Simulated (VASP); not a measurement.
# InP (R-3m) in VASP: further runs

The runs below take InP through electric field gradients, with PBE.

All numbers are computed with VASP 6.6.1; they aren't measurements. Logs are shortened: lines on timing, memory, paths and dates and some standing lists are left out, and cuts for length are marked.

**1. The cell of the first run**

It takes space group R-3m (No. 166, trigonal). The conventional cell has a = 4.078 Å, b = 4.078 Å, c = 9.692 Å, α = 90.00°, β = 90.00°, γ = 120.00°. In (site symmetry -3m) has 6 P at 2.86 Å within 3.8 Å. P (site symmetry -3m) has 6 In at 2.86 Å within 3.8 Å.

**2. Electric field gradients, PBE (equal xy, yz and zx shear strains of -2 %)**

INCAR reads:

```
SYSTEM = InP
PREC = Accurate
ENCUT = 520
EDIFF = 1E-8
ISMEAR = -1
SIGMA = 0.03
LREAL = .False.
LASPH = .True.
NELM = 100
ALGO = Normal
ISIF = 2
LWAVE = .False.
LCHARG = .False.
GGA = PE
LEFG = .True.
NBANDS = 16
```

KPOINTS reads:

```
Automatic mesh
0
Gamma
  11 11 11
  0 0 0
```

POSCAR reads:

```
InP
1.0
   -0.0571000000      2.8264500000      2.8264500000
    2.8264500000     -0.0571000000      2.8264500000
    2.8264500000      2.8264500000     -0.0571000000
In P
1 1
Direct
    0.0000000000      0.0000000000      0.0000000000
    0.5000000000      0.5000000000      0.5000000000
```

Potentials or basis: VASP PAW PBE potentials, release 64 (In_d, P).

Command:

```bash
$ cat potpaw_PBE.64/In_d/POTCAR potpaw_PBE.64/P/POTCAR > POTCAR
$ mpirun -np 1 vasp_std > vasp.out
```

OUTCAR:

```text
SYSTEM = InP
   PREC = Accurate
   ENCUT = 520
   EDIFF = 1E-8
   ISMEAR = -1
   LREAL = .False.
   LASPH = .True.
   NELM = 100
   ISIF = 2
   GGA = PE

 ion  position               nearest neighbor table
   1  0.000  0.000  0.000-   2 2.86   2 2.86   2 2.86   2 2.86   2 2.86   2 2.86
   2  0.500  0.500  0.500-   1 2.86   1 2.86   1 2.86   1 2.86   1 2.86   1 2.86

  LATTYP: Found a trigonal (rhomboedric) cell.
 ALAT       =     3.9976117389
 COS(alpha) =     0.4797000918

  Lattice vectors:

 A1 = (  -0.0571000000,   2.8264500000,   2.8264500000)
 A2 = (   2.8264500000,  -0.0571000000,   2.8264500000)
 A3 = (   2.8264500000,   2.8264500000,  -0.0571000000)

Analysis of symmetry for initial positions (statically):
=====================================================================
 Subroutine PRICEL returns:
 Original cell was already a primitive cell.

 Routine SETGRP: Setting up the symmetry group for a
 trigonal (rhombohedral) supercell.

 Subroutine GETGRP returns: Found 12 space group operations
 (whereof 12 operations were pure point group operations)
 out of a pool of 12 trial point group operations.

The static configuration has the point symmetry D_3d.

Analysis of symmetry for dynamics (positions and initial velocities):
=====================================================================
 Subroutine PRICEL returns:
 Original cell was already a primitive cell.

 Routine SETGRP: Setting up the symmetry group for a
 trigonal (rhombohedral) supercell.

 Subroutine GETGRP returns: Found 12 space group operations
 (whereof 12 operations were pure point group operations)
 out of a pool of 12 trial point group operations.

The dynamic configuration has the point symmetry D_3d.

 Subroutine INISYM returns: Found 12 space group operations
 (whereof 12 operations are pure point group operations),
 and found     1 'primitive' translations

----------------------------------------------------------------------------------------

                                     Primitive cell

  volume of cell :      46.5283

  direct lattice vectors                    reciprocal lattice vectors
    -0.057100000  2.826450000  2.826450000    -0.171628014  0.175166736  0.175166736
     2.826450000 -0.057100000  2.826450000     0.175166736 -0.171628014  0.175166736
     2.826450000  2.826450000 -0.057100000     0.175166736  0.175166736 -0.171628014

  length of vectors
     3.997611739  3.997611739  3.997611739     0.301368455  0.301368455  0.301368455

  position of ions in fractional coordinates (direct lattice)
     0.000000000  0.000000000  0.000000000
     0.500000000  0.500000000  0.500000000

  ion indices of the primitive-cell ions
   primitive index   ion index
                 1           1
                 2           2

----------------------------------------------------------------------------------------

 KPOINTS: Automatic mesh

Automatic generation of k-mesh.
 Grid dimensions read from file:
 generate k-points for:   11   11   11

 Generating k-lattice:

  Cartesian coordinates                     Fractional coordinates (reciprocal lattice)
    -0.015602547  0.015924249  0.015924249     0.090909091  0.000000000  0.000000000
     0.015924249 -0.015602547  0.015924249     0.000000000  0.090909091  0.000000000
     0.015924249  0.015924249 -0.015602547     0.000000000  0.000000000  0.090909091

  Length of vectors
     0.027397132  0.027397132  0.027397132

  Shift w.r.t. Gamma in fractional coordinates (k-lattice)
     0.000000000  0.000000000  0.000000000

 Subroutine IBZKPT returns following result:
 ===========================================

 Found    146 irreducible k-points:

 Following reciprocal coordinates:
            Coordinates               Weight
  0.000000  0.000000  0.000000      1.000000
  0.090909 -0.000000 -0.000000      6.000000
  0.181818  0.000000  0.000000      6.000000
  0.272727  0.000000 -0.000000      6.000000
  0.363636 -0.000000 -0.000000      6.000000
  0.454545  0.000000  0.000000      6.000000
[... 16 lines left out ...]
 -0.272727  0.181818 -0.000000     12.000000
 -0.181818  0.181818  0.000000      6.000000
 [... further k-points ...]
   k-points           NKPTS =    146   k-points in BZ     NKDIM =    146   number of bands    NBANDS=     16
   number of dos      NEDOS =    301   number of ions     NIONS =      2
   total plane-waves  NPLWV =  27000
   dimension x,y,z NGX =    30 NGY =   30 NGZ =   30
   dimension x,y,z NGXF=    60 NGYF=   60 NGZF=   60
   ions per type =               1   1
   NGX,Y,Z   is equivalent  to a cutoff of  12.48, 12.48, 12.48 a.u.
   NGXF,Y,Z  is equivalent  to a cutoff of  24.95, 24.95, 24.95 a.u.
 SYSTEM =  InP
   PREC   = accura    normal or accurate (medium, high low for compatibility)
   ISTART =      0    job   : 0-new  1-cont  2-samecut
   ICHARG =      2    charge: 1-file 2-atom 10-const
   ISPIN  =      1    spin polarized calculation?
   LNONCOLLINEAR =      F non collinear calculations
   LSORBIT =      F    spin-orbit coupling
   LASPH  =      T    aspherical Exc in radial PAW
   ENCUT  =  520.0 eV  38.22 Ry    6.18 a.u.   7.43  7.43  7.43*2*pi/ulx,y,z
   NELM   =    100;   NELMIN=  2; NELMDL= -5     # of ELM steps
   EDIFF  = 0.1E-07   stopping-criterion for ELM
   LREAL  =      F    real-space projection
   EDIFFG = 0.1E-06   stopping-criterion for IOM
   NSW    =      0    number of steps for IOM
   IBRION =     -1    ionic relax: 0-MD 1-quasi-New 2-CG
   NFREE  =      0    steps in history (QN), initial steepest desc. (CG)
   ISIF   =      2    stress and relaxation
   ISYM   =      2    0-nonsym 1-usesym 2-fastsym
   POTIM  = 0.5000    time-step for ionic-motion
   TEBEG  =    0.0;   TEEND  =   0.0 temperature during run
   PSTRESS=    0.0 pullay stress
   NELECT =      18.0000    total number of electrons
   NUPDOWN=      -1.0000    fix difference up-down
   EMIN   =  10.00;   EMAX   =-10.00  energy-range for DOS
   EFERMI =   0.00;   METHOD = LEGACY
   ISMEAR =    -1;   SIGMA  =   0.03  broadening in eV -4-tet -1-fermi 0-gaus
   EFERMI_NEDOS =   21; number of points for ismear=-14 and -15
   IALGO  =     38    algorithm
   IMIX   =      4    mixing-type and parameters
     AMIX     =   0.40;   BMIX     =  1.00
     AMIX_MAG =   1.60;   BMIX_MAG =  1.00
  volume/ion in A,a.u.               =      23.26       156.99
  Fermi-wavevector in a.u.,A,eV,Ry     =   1.192870  2.254198 19.360273  1.422940
  Thomas-Fermi vector in A             =   2.328898
   LORBIT       =      0    0 simple, 1 ext, 2 COOP (PROOUT), +10 PAW based schemes
   GGA     = PE    functional components
[... 5 lines left out ...]
 non-spin polarized calculation
  energy-cutoff  :      520.00
  volume of cell :       46.53
 maximum number of plane-waves:      1273
 NGX is ok and might be reduce to    30
   NGX = 15   NGY = 15   NGZ = 15

 number of electron      17.9999999 magnetization

 Free energy of the ion-electron system (eV)
  ---------------------------------------------------
  ext. energy  EPLUGINS =         0.00000000
  ---------------------------------------------------
  free energy    TOTEN  =        -7.84304292 eV

  energy without entropy =       -7.84038770  energy(sigma->0) =       -7.84171531

 E-fermi :   5.9545     XC(G=0):  -9.9795

 val. band max:        5.9415901910   @ k =   0.1818   0.0000   0.0000
 cond. band min:       5.9621926158   @ k =   0.3636  -0.0000  -0.0000
 fundamental gap:      0.0206024248
 Fermi energy:         5.9545130319

 k-point     1 :       0.0000    0.0000    0.0000
  band No.  band energies     occupation
      1      -8.1564      2.00000
      2      -8.1564      2.00000
      3      -8.1397      2.00000
      4      -8.1370      2.00000
      5      -8.1370      2.00000
      6      -5.4057      2.00000
[... 8 lines left out ...]
     15      13.9015      0.00000
     16      13.9015      0.00000

 k-point     2 :       0.0909   -0.0000   -0.0000
  band No.  band energies     occupation
      1      -8.1602      2.00000
      2      -8.1574      2.00000
      3      -8.1375      2.00000
      4      -8.1364      2.00000
      5      -8.1325      2.00000
      6      -5.3150      2.00000
[... 8 lines left out ...]
     15      13.7093      0.00000
     16      14.0174      0.00000
[... 387 lines left out ...]
      5      -8.0984      2.00000
      6      -3.9979      2.00000
[... 8 lines left out ...]
     15      15.8822      0.00000
     16      17.5712      0.00000

 k-point    24 :      -0.1818    0.1818    0.0000
  band No.  band energies     occupation
      1      -8.1884      2.00000
      2      -8.1775      2.00000
      3      -8.1339      2.00000
      4      -8.1147      2.00000
      5      -8.1025      2.00000
      6      -4.4780      2.00000
[... 8 lines left out ...]
     15      15.7274      0.00000
     16      16.5423      0.00000

 [... further k-points ...]

------------------------ aborting loop because EDIFF is reached ----------------------------------------

  FORCE on cell =-STRESS in cart. coord.  units (eV):
  Direction    XX          YY          ZZ          XY          YZ          ZX
  --------------------------------------------------------------------------------------
  -------------------------------------------------------------------------------------
  Total       -1.5575820     -1.5575820     -1.5575820      0.1585323      0.1585323      0.1585323
  in kB      -53.6345128    -53.6345128    -53.6345128      5.4589775      5.4589775      5.4589775
  external PRESSURE =     -53.6345128 kB  Pullay stress =       0.0000000 kB

 VOLUME and BASIS-vectors are now :
 -----------------------------------------------------------------------------
  energy-cutoff  :      520.00
  volume of cell :       46.53
      direct lattice vectors                 reciprocal lattice vectors
    -0.057100000  2.826450000  2.826450000    -0.171628014  0.175166736  0.175166736
     2.826450000 -0.057100000  2.826450000     0.175166736 -0.171628014  0.175166736
     2.826450000  2.826450000 -0.057100000     0.175166736  0.175166736 -0.171628014

 POSITION                                       TOTAL-FORCE (eV/Angst)
 -----------------------------------------------------------------------------------
      0.00000      0.00000      0.00000         0.000000      0.000000      0.000000
      2.79790      2.79790      2.79790        -0.000000     -0.000000     -0.000000
 -----------------------------------------------------------------------------------
    total drift:                               -0.000000      0.000000      0.000000

  FREE ENERGIE OF THE ION-ELECTRON SYSTEM (eV)
  ---------------------------------------------------
  free  energy   TOTEN  =        -7.8430429173 eV

  energy  without entropy=       -7.8403876975  energy(sigma->0) =       -7.84171531

 Electric field gradients (V/A^2)
---------------------------------------------------------------------
 ion       V_xx      V_yy      V_zz      V_xy      V_xz      V_yz
---------------------------------------------------------------------
   1       0.000     0.000     0.000     4.016     4.016     4.016
   2       0.000     0.000    -0.000     0.312     0.312     0.312
---------------------------------------------------------------------

 Electric field gradients after diagonalization (V/A^2)
 (convention: |V_zz| > |V_xx| > |V_yy|)
----------------------------------------------------------------------
 ion       V_xx      V_yy      V_zz     asymmetry (V_yy - V_xx)/ V_zz
----------------------------------------------------------------------
   1      -4.016    -4.016     8.032       0.000
   2      -0.312    -0.312     0.623       0.000
----------------------------------------------------------------------

           NMR quadrupolar parameters

 Cq : quadrupolar parameter    Cq=e*Q*V_zz/h
 eta: asymmetry parameters     (V_yy - V_xx)/ V_zz
 Q  : nuclear electric quadrupole moment in mb (millibarn)
----------------------------------------------------------------------
 ion       Cq(MHz)       eta       Q (mb)
----------------------------------------------------------------------
   1       0.019       0.000       1.000
   2       0.002       0.000       1.000
----------------------------------------------------------------------
```

Wall time 2.3 min (1 thread of Intel Xeon 8259CL, shared host); peak memory 0.25 GiB.

What came out:

```yaml
Free_energy: -7.8430 eV
Pressure: -5.4 GPa
Band_gap_on_the_k_mesh: zero (bands 9 and 10 overlap by 2.23 eV)
Largest_electric_field_gradient_by_atom: In +8.0; P +0.6 V/Å²
```

Levels at points of the mesh, in eV from the Fermi level:
| k point | band 6 | band 7 | band 8 | band 9 | band 10 | band 11 | band 12 | band 13 |
| --- | --- | --- | --- | --- | --- | --- | --- | --- |
| (0.00, 0.00, 0.00) | -11.36 | -0.30 | -0.30 | -0.18 | -0.03 | 6.95 | 6.95 | 7.39 |

Electric field gradients, principal values (V/Å²):
```
atom   least  middle  greatest (by size)
1 In  -4.016  -4.016               8.032
 2 P  -0.312  -0.312               0.623
```

Caveat: the cell differs from its parent crystal (equal xy, yz and zx shear strains of -2 %); the cell stands under tension; without QUAD_EFG the Cq values of the log hold for a quadrupole moment of 1 mb, not for the nuclei; spin-orbit coupling is left out, which moves the levels of the heavy elements.

**3. Electric field gradients, PBE (equal xy, yz and zx shear strains of -2 %)**

INCAR reads:

```
PREC = Accurate
ENCUT = 520
EDIFF = 1E-8
ISMEAR = -1
SIGMA = 0.03
LREAL = False
LASPH = True
NELM = 60
ALGO = Normal
ISIF = 2
LWAVE = False
LCHARG = False
GGA = PE
LEFG = True
NBANDS = 16
```

KPOINTS reads:

```
regular mesh
0
Gamma
  11 11 11
```

POSCAR is that of step 2.

Potentials or basis: VASP PAW PBE potentials, release 64 (In_d, P).

Command:

```bash
$ cat potpaw_PBE.64/In_d/POTCAR potpaw_PBE.64/P/POTCAR > POTCAR
$ mpirun -np 1 vasp_std > vasp.out
```

OUTCAR:

```text
PREC = Accurate
   ENCUT = 520
   EDIFF = 1E-8
   ISMEAR = -1
   LREAL = False
   LASPH = True
   NELM = 60
   ISIF = 2
   GGA = PE

 ion  position               nearest neighbor table
   1  0.000  0.000  0.000-   2 2.86   2 2.86   2 2.86   2 2.86   2 2.86   2 2.86
   2  0.500  0.500  0.500-   1 2.86   1 2.86   1 2.86   1 2.86   1 2.86   1 2.86

  LATTYP: Found a trigonal (rhomboedric) cell.
 ALAT       =     3.9976117389
 COS(alpha) =     0.4797000918

  Lattice vectors:

 A1 = (  -0.0571000000,   2.8264500000,   2.8264500000)
 A2 = (   2.8264500000,  -0.0571000000,   2.8264500000)
 A3 = (   2.8264500000,   2.8264500000,  -0.0571000000)

Analysis of symmetry for initial positions (statically):
=====================================================================
 Subroutine PRICEL returns:
 Original cell was already a primitive cell.

[... 646 lines left out ...]
  energy-cutoff  :      520.00
  volume of cell :       46.53
      direct lattice vectors                 reciprocal lattice vectors
    -0.057100000  2.826450000  2.826450000    -0.171628014  0.175166736  0.175166736
     2.826450000 -0.057100000  2.826450000     0.175166736 -0.171628014  0.175166736
     2.826450000  2.826450000 -0.057100000     0.175166736  0.175166736 -0.171628014

 POSITION                                       TOTAL-FORCE (eV/Angst)
 -----------------------------------------------------------------------------------
      0.00000      0.00000      0.00000         0.000000      0.000000      0.000000
      2.79790      2.79790      2.79790        -0.000000     -0.000000     -0.000000
 -----------------------------------------------------------------------------------
    total drift:                               -0.000000      0.000000      0.000000

  FREE ENERGIE OF THE ION-ELECTRON SYSTEM (eV)
  ---------------------------------------------------
  free  energy   TOTEN  =        -7.8430429173 eV

  energy  without entropy=       -7.8403876975  energy(sigma->0) =       -7.84171531

 Electric field gradients (V/A^2)
---------------------------------------------------------------------
 ion       V_xx      V_yy      V_zz      V_xy      V_xz      V_yz
---------------------------------------------------------------------
   1       0.000     0.000     0.000     4.016     4.016     4.016
   2       0.000     0.000    -0.000     0.312     0.312     0.312
---------------------------------------------------------------------

 Electric field gradients after diagonalization (V/A^2)
 (convention: |V_zz| > |V_xx| > |V_yy|)
----------------------------------------------------------------------
 ion       V_xx      V_yy      V_zz     asymmetry (V_yy - V_xx)/ V_zz
----------------------------------------------------------------------
   1      -4.016    -4.016     8.032       0.000
   2      -0.312    -0.312     0.623       0.000
----------------------------------------------------------------------

           NMR quadrupolar parameters

 Cq : quadrupolar parameter    Cq=e*Q*V_zz/h
 eta: asymmetry parameters     (V_yy - V_xx)/ V_zz
 Q  : nuclear electric quadrupole moment in mb (millibarn)
----------------------------------------------------------------------
 ion       Cq(MHz)       eta       Q (mb)
----------------------------------------------------------------------
   1       0.019       0.000       1.000
   2       0.002       0.000       1.000
----------------------------------------------------------------------
```

OSZICAR:

```text
N       E                     dE             d eps       ncg     rms          rms(c)
DAV:   1     0.108253601438E+03    0.10825E+03   -0.84226E+03  4704   0.128E+03
DAV:   2    -0.126290332509E+01   -0.10952E+03   -0.10492E+03  5232   0.302E+02
DAV:   3    -0.795592910170E+01   -0.66930E+01   -0.66205E+01  6128   0.709E+01
DAV:   4    -0.812104910654E+01   -0.16512E+00   -0.16506E+00  5904   0.116E+01
DAV:   5    -0.812881938602E+01   -0.77703E-02   -0.77701E-02  6968   0.223E+00    0.407E+00
DAV:   6    -0.784722235736E+01    0.28160E+00   -0.53675E-01  7024   0.107E+01    0.230E+00
DAV:   7    -0.784282621676E+01    0.43961E-02   -0.61677E-02  6328   0.178E+00    0.105E+00
DAV:   8    -0.784288769821E+01   -0.61481E-04   -0.50107E-03  5840   0.789E-01    0.909E-02
DAV:   9    -0.784299831428E+01   -0.11062E-03   -0.30242E-04  6936   0.230E-01    0.670E-02
DAV:  10    -0.784303230188E+01   -0.33988E-04   -0.38705E-05  5792   0.525E-02    0.219E-02
DAV:  11    -0.784304261867E+01   -0.10317E-04   -0.96088E-06  6128   0.247E-02    0.556E-03
DAV:  12    -0.784304303101E+01   -0.41234E-06   -0.85772E-07  5776   0.111E-02    0.304E-03
DAV:  13    -0.784304296189E+01    0.69124E-07   -0.54376E-08  6336   0.275E-03    0.128E-03
DAV:  14    -0.784304291491E+01    0.46977E-07   -0.30510E-08  5448   0.101E-03    0.432E-04
DAV:  15    -0.784304291731E+01   -0.24033E-08   -0.43121E-10  3552   0.177E-04
   1 F= -.78430429E+01 E0= -.78417153E+01  d E =-.265522E-02
```

It took 2.8 min on 1 thread of Intel Xeon 8259CL, shared host; peak memory 0.25 GiB.

What came out:

```
Free energy                             : -7.8430 eV
Pressure                                : -5.4 GPa
Band gap on the k mesh                  : zero (bands 9 and 10 overlap by 2.23 eV)
Largest electric field gradient by atom : In +8.0; P +0.6 V/Å²
```

Stress tensor (GPa, compression positive):
```
-5.36  0.55  0.55
 0.55 -5.36  0.55
 0.55  0.55 -5.36
```

Electric field gradients, principal values (V/Å²):
| atom | least | middle | greatest (by size) |
| --- | --- | --- | --- |
| 1 In | -4.016 | -4.016 | 8.032 |
| 2 P | -0.312 | -0.312 | 0.623 |

Caveat: the cell differs from its parent crystal (equal xy, yz and zx shear strains of -2 %); the cell stands under tension; without QUAD_EFG the Cq values of the log hold for a quadrupole moment of 1 mb, not for the nuclei; spin-orbit coupling is left out, which moves the levels of the heavy elements.
